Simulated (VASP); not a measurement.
# Ag in VASP: further runs, part 2 of 2

VASP 6.6.1. The steps go on from the part before.

## (4) Single point, LDA

The input, INCAR:

```
SYSTEM = Ag
PREC = Accurate ; ENCUT = 520
EDIFF = 1E-6 ; ISMEAR = -1
SIGMA = 0.05 ; LREAL = .FALSE.
LASPH = .TRUE. ; NELM = 100
ALGO = Normal ; ISIF = 2
LWAVE = .FALSE. ; LCHARG = .FALSE.
LDIPOL = .TRUE. ; IDIPOL = 3
DIPOL = 0.5 0.5 0.500 ; GGA = CA
NBANDS = 36
```

The input, KPOINTS:

```
Automatic mesh
0
G
  13 13 1
  0 0 0
```

The input, POSCAR:

```
Ag
1.0
    2.8284417091      0.0000000000      0.0000000000
   -1.4142208546      2.4495023732      0.0000000000
    0.0000000000      0.0000000000     25.2377000000
Ag
5
Direct
    0.8333333333      0.1666666667      0.3170187853
    0.1666666667      0.8333333333      0.4083699060
    0.5000000000      0.5000000000      0.5000000003
    0.8333333333      0.1666666667      0.5916300942
    0.1666666667      0.8333333333      0.6829812142
```

Potentials or basis: VASP PAW LDA potentials, release 64 (Ag).

Command:

```bash
$ cat potpaw_LDA.64/Ag/POTCAR > POTCAR
$ mpirun -np 1 vasp_std > vasp.out
```

OUTCAR:

```text
SYSTEM = Ag
   PREC = Accurate
   ENCUT = 520
   EDIFF = 1E-6
   ISMEAR = -1
   LREAL = .FALSE.
   LASPH = .TRUE.
   NELM = 100
   ISIF = 2
   GGA = CA

 ion  position               nearest neighbor table
   1  0.833  0.167  0.317-   2 2.83   2 2.83   2 2.83
   2  0.167  0.833  0.408-   1 2.83   1 2.83   1 2.83   3 2.83   3 2.83   3 2.83
   3  0.500  0.500  0.500-   4 2.83   4 2.83   4 2.83   2 2.83   2 2.83   2 2.83
   4  0.833  0.167  0.592-   5 2.83   5 2.83   5 2.83   3 2.83   3 2.83   3 2.83
   5  0.167  0.833  0.683-   4 2.83   4 2.83   4 2.83

  LATTYP: Found a hexagonal cell.
 ALAT       =     2.8284417091
 C/A-ratio  =     8.9228283966

  Lattice vectors:

 A1 = (   2.8284417091,   0.0000000000,   0.0000000000)
 A2 = (  -1.4142208546,   2.4495023732,   0.0000000000)
 A3 = (   0.0000000000,   0.0000000000,  25.2377000000)

Analysis of symmetry for initial positions (statically):
=====================================================================
 Subroutine PRICEL returns:
 Original cell was already a primitive cell.

 Routine SETGRP: Setting up the symmetry group for a
 hexagonal supercell.

 Subroutine GETGRP returns: Found 12 space group operations
 (whereof  4 operations were pure point group operations)
 out of a pool of 24 trial point group operations.

The static configuration has the point symmetry C_2h.
 The point group associated with its full space group is D_3d.

Analysis of symmetry for dynamics (positions and initial velocities):
=====================================================================
 Subroutine PRICEL returns:
 Original cell was already a primitive cell.

 Routine SETGRP: Setting up the symmetry group for a
 hexagonal supercell.

 Subroutine GETGRP returns: Found 12 space group operations
 (whereof  4 operations were pure point group operations)
 out of a pool of 24 trial point group operations.

The dynamic configuration has the point symmetry C_2h.
 The point group associated with its full space group is D_3d.

 Subroutine INISYM returns: Found 12 space group operations
 (whereof  4 operations are pure point group operations),
 and found     1 'primitive' translations

----------------------------------------------------------------------------------------

                                     Primitive cell

  volume of cell :     174.8537

  direct lattice vectors                    reciprocal lattice vectors
     2.828441709  0.000000000  0.000000000     0.353551568  0.204123093  0.000000000
    -1.414220855  2.449502373  0.000000000     0.000000000  0.408246185  0.000000000
     0.000000000  0.000000000 25.237700000     0.000000000  0.000000000  0.039623262

  length of vectors
     2.828441709  2.828441709 25.237700000     0.408246185  0.408246185  0.039623262

  position of ions in fractional coordinates (direct lattice)
     0.833333333  0.166666667  0.317018785
     0.166666667  0.833333333  0.408369906
     0.500000000  0.500000000  0.500000000
     0.833333333  0.166666667  0.591630094
     0.166666667  0.833333333  0.682981214

  ion indices of the primitive-cell ions
   primitive index   ion index
                 1           1
                 2           2
                 3           3
                 4           4
                 5           5

[... 47 lines left out ...]
  0.384615  0.230769  0.000000      6.000000
  0.307692  0.307692  0.000000      6.000000
   k-points           NKPTS =     21   k-points in BZ     NKDIM =     21   number of bands    NBANDS=     36
   number of dos      NEDOS =    301   number of ions     NIONS =      5
   total plane-waves  NPLWV = 110592
   dimension x,y,z NGX =    24 NGY =   24 NGZ =  192
   dimension x,y,z NGXF=    48 NGYF=   48 NGZF=  384
   ions per type =               5
   NGX,Y,Z   is equivalent  to a cutoff of  14.11, 14.11, 12.65 a.u.
   NGXF,Y,Z  is equivalent  to a cutoff of  28.21, 28.21, 25.29 a.u.
 SYSTEM =  Ag
   PREC   = accura    normal or accurate (medium, high low for compatibility)
   ISTART =      0    job   : 0-new  1-cont  2-samecut
   ICHARG =      2    charge: 1-file 2-atom 10-const
   ISPIN  =      1    spin polarized calculation?
   LNONCOLLINEAR =      F non collinear calculations
   LSORBIT =      F    spin-orbit coupling
   LASPH  =      T    aspherical Exc in radial PAW
   ENCUT  =  520.0 eV  38.22 Ry    6.18 a.u.   5.26  5.26 46.93*2*pi/ulx,y,z
   NELM   =    100;   NELMIN=  2; NELMDL= -5     # of ELM steps
   EDIFF  = 0.1E-05   stopping-criterion for ELM
   LREAL  =      F    real-space projection
   EDIFFG = 0.1E-04   stopping-criterion for IOM
   NSW    =      0    number of steps for IOM
   IBRION =     -1    ionic relax: 0-MD 1-quasi-New 2-CG
   NFREE  =      0    steps in history (QN), initial steepest desc. (CG)
   ISIF   =      2    stress and relaxation
   ISYM   =      2    0-nonsym 1-usesym 2-fastsym
   POTIM  = 0.5000    time-step for ionic-motion
   TEBEG  =    0.0;   TEEND  =   0.0 temperature during run
   PSTRESS=    0.0 pullay stress
   NELECT =      55.0000    total number of electrons
   NUPDOWN=      -1.0000    fix difference up-down
   EMIN   =  10.00;   EMAX   =-10.00  energy-range for DOS
   EFERMI =   0.00;   METHOD = LEGACY
   ISMEAR =    -1;   SIGMA  =   0.05  broadening in eV -4-tet -1-fermi 0-gaus
   EFERMI_NEDOS =   21; number of points for ismear=-14 and -15
   IALGO  =     38    algorithm
   IMIX   =      4    mixing-type and parameters
     AMIX     =   0.40;   BMIX     =  1.00
     AMIX_MAG =   1.60;   BMIX_MAG =  1.00
  volume/ion in A,a.u.               =      34.97       235.99
  Fermi-wavevector in a.u.,A,eV,Ry     =   1.113365  2.103954 16.865522  1.239581
  Thomas-Fermi vector in A             =   2.249949
   LORBIT       =      0    0 simple, 1 ext, 2 COOP (PROOUT), +10 PAW based schemes
   GGA     = CA    functional components
   LHFCALC =     F    Hartree Fock is set to
   AEXX    =    0.0000 exact exchange contribution
   IVDW    =     0    specifies the selected vdW correction
   LEPSILON=     F    determine dielectric tensor
   LRPA    =     F    only Hartree local field effects (RPA)
 non-spin polarized calculation
  energy-cutoff  :      520.00
  volume of cell :      174.85
 maximum number of plane-waves:      4736
 NGX is ok and might be reduce to    24
   NGX = 11   NGY = 11   NGZ = 93

 dipolmoment           0.000000      0.000000      0.000000 electrons x Angstroem

 number of electron      55.0000008 magnetization

 dipolmoment           0.000000      0.000000     -0.000000 electrons x Angstroem

 Free energy of the ion-electron system (eV)
  ---------------------------------------------------
  ext. energy  EPLUGINS =         0.00000000
  ---------------------------------------------------
  free energy    TOTEN  =       -17.93665142 eV

  energy without entropy =      -17.92761094  energy(sigma->0) =      -17.93213118

 E-fermi :   1.6071     XC(G=0):  -6.6563

 val. band max:        1.5353907767   @ k =   0.4615   0.0000   0.0000
 cond. band min:       1.6452382704   @ k =   0.4615   0.0769   0.0000
 fundamental gap:      0.1098474936
 Fermi energy:         1.6071301930

 k-point     1 :       0.0000    0.0000    0.0000
  band No.  band energies     occupation
      1      -6.6139      2.00000
      2      -5.8542      2.00000
      3      -5.3803      2.00000
      4      -5.0543      2.00000
      5      -5.0471      2.00000
      6      -3.6234      2.00000
[... 808 lines left out ...]
     35       7.8158      0.00000
     36       8.4416      0.00000

------------------------ aborting loop because EDIFF is reached ----------------------------------------

 vacuum level on the upper side and lower side of the slab       (xc-potential included)        -0.149        -0.149

  FORCE on cell =-STRESS in cart. coord.  units (eV):
  Direction    XX          YY          ZZ          XY          YZ          ZX
  --------------------------------------------------------------------------------------
  -------------------------------------------------------------------------------------
  Total       -1.6812637     -1.6812637      0.0413600      0.0000000      0.0000000     -0.0000000
  in kB      -15.4053491    -15.4053491      0.3789803      0.0000000      0.0000000     -0.0000000
  external PRESSURE =     -10.1439060 kB  Pullay stress =       0.0000000 kB

 VOLUME and BASIS-vectors are now :
 -----------------------------------------------------------------------------
  energy-cutoff  :      520.00
  volume of cell :      174.85
      direct lattice vectors                 reciprocal lattice vectors
     2.828441709  0.000000000  0.000000000     0.353551568  0.204123093  0.000000000
    -1.414220855  2.449502373  0.000000000     0.000000000  0.408246185  0.000000000
     0.000000000  0.000000000 25.237700000     0.000000000  0.000000000  0.039623262

 POSITION                                       TOTAL-FORCE (eV/Angst)
 -----------------------------------------------------------------------------------
      2.12133      0.40825      8.00082         0.000000      0.000000     -0.007802
     -0.70711      2.04125     10.30632        -0.000000     -0.000000     -0.001455
      0.70711      1.22475     12.61885        -0.000000     -0.000000      0.000000
      2.12133      0.40825     14.93138         0.000000     -0.000000      0.001455
     -0.70711      2.04125     17.23687        -0.000000     -0.000000      0.007802
 -----------------------------------------------------------------------------------
    total drift:                               -0.000000      0.000000     -0.000000

  FREE ENERGIE OF THE ION-ELECTRON SYSTEM (eV)
  ---------------------------------------------------
  free  energy   TOTEN  =       -17.9366514215 eV

  energy  without entropy=      -17.9276109406  energy(sigma->0) =      -17.93213118

 vacuum level on the upper side and lower side of the slab         6.374         6.374
```

OSZICAR:

```text
N       E                     dE             d eps       ncg     rms          rms(c)
DAV:   1     0.358467581944E+03    0.35847E+03   -0.26481E+04  1512   0.136E+03
DAV:   2    -0.102075145267E+02   -0.36868E+03   -0.35369E+03  1596   0.309E+02
DAV:   3    -0.193354928149E+02   -0.91280E+01   -0.90450E+01  1692   0.525E+01
[... 12 lines left out ...]
DAV:  16    -0.179366429281E+02   -0.52899E-05   -0.77392E-07  1068   0.344E-03    0.930E-04
DAV:  17    -0.179366455896E+02   -0.26615E-05   -0.13945E-07  1064   0.209E-03    0.411E-04
DAV:  18    -0.179366482168E+02   -0.26272E-05   -0.92831E-08  1084   0.888E-04    0.279E-04
DAV:  19    -0.179366498147E+02   -0.15979E-05   -0.47872E-08  1052   0.483E-04    0.121E-04
DAV:  20    -0.179366510220E+02   -0.12074E-05   -0.16440E-08   996   0.346E-04    0.118E-04
DAV:  21    -0.179366514215E+02   -0.39950E-06   -0.57486E-09  1000   0.348E-04
   1 F= -.17936651E+02 E0= -.17932131E+02  d E =-.904048E-02
```

stdout:

```text
POSCAR found type information on POSCAR Ag
 POSCAR found :  1 types and       5 ions
 scaLAPACK will be used
 LDA part: xc-table for (Slater(with rela. corr.)+CA(PZ))
 , standard interpolation
 POSCAR, INCAR and KPOINTS ok, starting setup
 FFT: planning ... GRIDC
 FFT: planning ... GRID_SOFT
 FFT: planning ... GRID
 WAVECAR not read
 entering main loop
```

It took 4.1 min on 1 thread of Intel Xeon 8259CL, shared host; peak memory 0.3 GiB.

What came out:

```yaml
Free_energy: -17.9367 eV
Largest_force: 0.008 eV/Å
Band_gap_on_the_k_mesh: zero (an odd number of electrons rules out a gap without spin polarisation)
```

Forces on the atoms (eV/Å):
```
Ag   0.000  0.000 -0.008
Ag   0.000  0.000 -0.001
Ag   0.000  0.000  0.000
Ag   0.000  0.000  0.001
Ag   0.000  0.000  0.008
```

Levels at points of the mesh, in eV from the Fermi level:
```tsv
k point	band 25	band 26	band 27	band 28	band 29	band 30	band 31	band 32
(0.00, 0.00, 0.00)	-3.30	-3.30	-3.14	-3.14	-3.12	-0.93	-0.11	4.26
```
